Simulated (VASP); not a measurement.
Ni: single point with PBE

Crystal: Ni.

```xyz
1
Lattice="-1.4367 1.4367 1.4367 1.4367 -1.4367 1.4367 1.4367 1.4367 -1.4367" Properties=species:S:1:pos:R:3 pbc="T T T"
Ni    0.0000    0.0000    0.0000
```

This cell differs from its parent crystal: volume scaled by 1.08.

* Program: VASP 6.6.1
* Task: single point
* Functional: PBE
* Potentials or basis: VASP PAW PBE potentials, release 64 (Ni)
* Cutoff: 600 eV
* k mesh: 18 × 18 × 18
* Occupations: fermi-dirac, width 0.05 eV
* Spin: collinear spin, ferromagnetic start
* Starting moments: [0.592] μB
* Dipole correction: no
* Further INCAR settings: ALGO = Normal; EDIFF = 1e-06; NBANDS = 15

```json
{
  "Pressure": "-12.2 GPa",
  "Net moment": "0.59 μB per cell",
  "Site moments": "Ni +0.60 μB",
  "Valence electrons inside the program's atomic spheres": "Ni 9.18"
}
```

Levels at points of the mesh, in eV from the Fermi level:
Spin up:
```tsv
k point	band 3	band 4	band 5	band 6	band 7	band 8
(0.00, 0.00, 0.00)	-2.12	-2.12	-0.85	-0.85	25.55	25.55
(0.50, 0.00, 0.00)	-0.93	-0.72	-0.16	0.39	5.83	18.32
(0.50, 0.50, 0.50)	-0.35	-0.35	-0.35	9.26	9.26	9.26
```
Spin down:
| k point | band 2 | band 3 | band 4 | band 5 | band 6 | band 7 | band 8 | band 9 |
| --- | --- | --- | --- | --- | --- | --- | --- | --- |
| (0.00, 0.00, 0.00) | -1.41 | -1.41 | -1.41 | -0.34 | -0.34 | 25.43 | 25.43 | 25.43 |
| (0.50, 0.00, 0.00) | -2.26 | -0.35 | -0.20 | 0.34 | 0.65 | 6.19 | 18.25 | 18.88 |
| (0.50, 0.50, 0.50) | -3.38 | 0.45 | 0.45 | 0.45 | 9.28 | 9.28 | 9.28 | 14.93 |

Wall time 65 s on 1 thread of Intel Xeon 6975P-C, on a shared host, peak memory 0.18 GiB.
